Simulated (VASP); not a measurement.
A run of VASP 6.6.1 is set up as follows.

POSCAR

```
Pt
1.0
   -1.5628089970      1.5628089970      1.5628089970
    1.5628089970     -1.5628089970      1.5628089970
    1.5628089970      1.5628089970     -1.5628089970
Pt
1
Direct
    0.0000000000      0.0000000000      0.0000000000
```

Contents of INCAR.step1:

```
SYSTEM = Pt
PREC = Accurate ; ENCUT = 520
ISMEAR = -1 ; SIGMA = 0.05
LREAL = .FALSE. ; LASPH = .TRUE.
NELM = 80 ; NBANDS = 11
GGA = PE ; ALGO = Normal
EDIFF = 1E-4 ; LWAVE = .TRUE.
LCHARG = .FALSE.
```

The input INCAR.step2:

```
SYSTEM = Pt
PREC = Accurate ; ENCUT = 520
EDIFF = 1E-7 ; ISMEAR = -1
SIGMA = 0.05 ; LREAL = .FALSE.
LASPH = .TRUE. ; NELM = 80
ALGO = Normal ; ISIF = 2
LWAVE = .FALSE. ; LCHARG = .TRUE.
METAGGA = R2SCAN ; LMIXTAU = .TRUE.
LELF = .TRUE. ; LVHAR = .TRUE.
NBANDS = 11 ; ISTART = 1
```

KPOINTS

```
regular mesh
0
G
  12 12 12
  0 0 0
```

Potentials or basis: VASP PAW PBE potentials, release 64 (Pt).

Run with:

```console
$ cat potpaw_PBE.64/Pt/POTCAR > POTCAR
$ cp INCAR.step1 INCAR
$ mpirun -np 1 vasp_std > vasp.out
$ cp INCAR.step2 INCAR
$ mpirun -np 1 vasp_std > vasp.out
```

Q: Predict the pressure.

A: 4.0 GPa.

Q: Estimate the band gap on the k mesh.

A: Zero (band 5 reaches 11.71 eV, above the bottom of band 6 at 9.24 eV).

Caveat: the PAW data sets were made with another functional, which shifts forces and pressure a little; spin-orbit coupling is left out, which moves the levels of the heavy elements.
